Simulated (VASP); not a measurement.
Ga3As, 8 atoms in the cell. Symmetry: P6_3/mmc, No. 194, hexagonal system. Conventional cell: a = 5.838 Å, b = 5.838 Å, c = 5.049 Å, α = 90.00°, β = 90.00°, γ = 120.00°. Ga (site symmetry mm2) has 8 Ga at 2.92 to 3.04 Å and 4 As at 2.92 to 3.03 Å within 3.8 Å. Within 3.8 Å of As (site symmetry -6m2) lie 12 Ga at 2.92 to 3.03 Å. 

```yaml
Program: VASP 6.6.1
Task: single point
Functional: r2SCAN
Potentials_or_basis: VASP PAW PBE potentials, release 64 (Ga_d, As)
Cutoff: 520 eV
k_mesh: 6 × 6 × 8
Occupations: gaussian, width 0.1 eV
Spin: no spin polarisation
Dipole_correction: no
Further_INCAR_settings: ALGO = Normal; EDIFF = 1e-06; NBANDS = 54
```

Potentials or basis: VASP PAW PBE potentials, release 64 (Ga_d, As).

Command:

```bash
$ cat potpaw_PBE.64/Ga_d/POTCAR potpaw_PBE.64/As/POTCAR > POTCAR
$ cp INCAR.step1 INCAR
$ mpirun -np 1 vasp_std > vasp.out
$ cp INCAR.step2 INCAR
$ mpirun -np 1 vasp_std > vasp.out
```

Hardware: 1 thread of Intel(R) Xeon(R) 6975P-C (Granite Rapids), on a shared host.

Q: Estimate the wall time of this run.

A: Run time: 11 min on 1 thread of Intel(R) Xeon(R) 6975P-C (Granite Rapids), on a shared host, peak memory 0.44 GiB. Counts: k points 35.
